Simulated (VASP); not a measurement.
# InGaAs2 (an interface model): single point with PBEsol

The system is InGaAs2 (an interface model).

```
CELL_PARAMETERS angstrom
2.83000 2.83000 0.00000
-2.83000 2.83000 0.00000
0.00000 0.00000 30.49539
ATOMIC_POSITIONS crystal
Ga 0.00000 0.00000 0.99901
Ga 0.00000 0.00000 0.18450
Ga 0.00000 0.00000 0.37001
Ga 0.50000 0.50000 0.09181
Ga 0.50000 0.50000 0.27720
In 0.00000 0.00000 0.57720
In 0.00000 0.00000 0.79181
In 0.50000 0.50000 0.46999
In 0.50000 0.50000 0.68450
In 0.50000 0.50000 0.89903
As 0.50000 0.00000 0.04545
As 0.50000 0.00000 0.23084
As 0.50000 0.00000 0.41597
As 0.50000 0.00000 0.63086
As 0.50000 0.00000 0.84545
As 0.00000 0.50000 0.13816
As 0.00000 0.50000 0.32357
As 0.00000 0.50000 0.52357
As 0.00000 0.50000 0.73816
As 0.00000 0.50000 0.95306
```

```yaml
Program: VASP 6.6.1
Task: single point
Functional: PBEsol
Potentials_or_basis: VASP PAW PBE potentials, release 64 (Ga_d, In_d, As)
Cutoff: 400 eV
k_mesh: 6 × 6 × 1
Occupations: fermi-dirac, width 0.05 eV
Spin: no spin polarisation
```

```
Pressure               : 2.7 GPa
Largest force          : 0.004 eV/Å
Band gap on the k mesh : zero (filled and empty bands touch)
```

Forces on the atoms (eV/Å):
```
Ga   0.000  0.000  0.001
Ga   0.000  0.000  0.000
Ga   0.000  0.000 -0.001
Ga   0.000  0.000  0.000
Ga   0.000  0.000 -0.001
In   0.000  0.000  0.000
In   0.000  0.000  0.004
In   0.000  0.000  0.001
In   0.000  0.000  0.003
In   0.000  0.000  0.002
As   0.000  0.000 -0.003
As   0.000  0.000  0.002
As   0.000  0.000 -0.002
As   0.000  0.000 -0.002
As   0.000  0.000 -0.003
As   0.000  0.000  0.000
As   0.000  0.000  0.001
As   0.000  0.000  0.001
As   0.000  0.000 -0.002
As   0.000  0.000  0.000
```

Stress tensor (GPa, compression positive):
```
3.89 0.00 0.00
0.00 3.89 0.00
0.00 0.00 0.28
```

Levels at points of the mesh, in eV from the Fermi level:
```csv
k point,band 87,band 88,band 89,band 90,band 91,band 92,band 93,band 94
"(0.00, 0.00, 0.00)",-0.45,-0.45,-0.16,-0.05,-0.05,1.06,1.13,1.27
"(0.50, 0.00, 0.00)",-0.76,-0.76,-0.74,-0.74,0.74,0.78,0.81,0.87
"(0.00, 0.50, 0.00)",-0.76,-0.75,-0.74,-0.74,0.74,0.78,0.81,0.87
"(0.50, 0.50, 0.00)",-3.04,-2.97,-2.97,-2.96,0.94,0.94,1.25,1.33
```

Run time: 29 min on 1 thread of Intel Xeon 8259CL, on a shared host, peak memory 0.67 GiB.

Caveat: the PAW data sets were made with another functional, which shifts forces and pressure a little; spin-orbit coupling is left out, which moves the levels of the heavy elements.
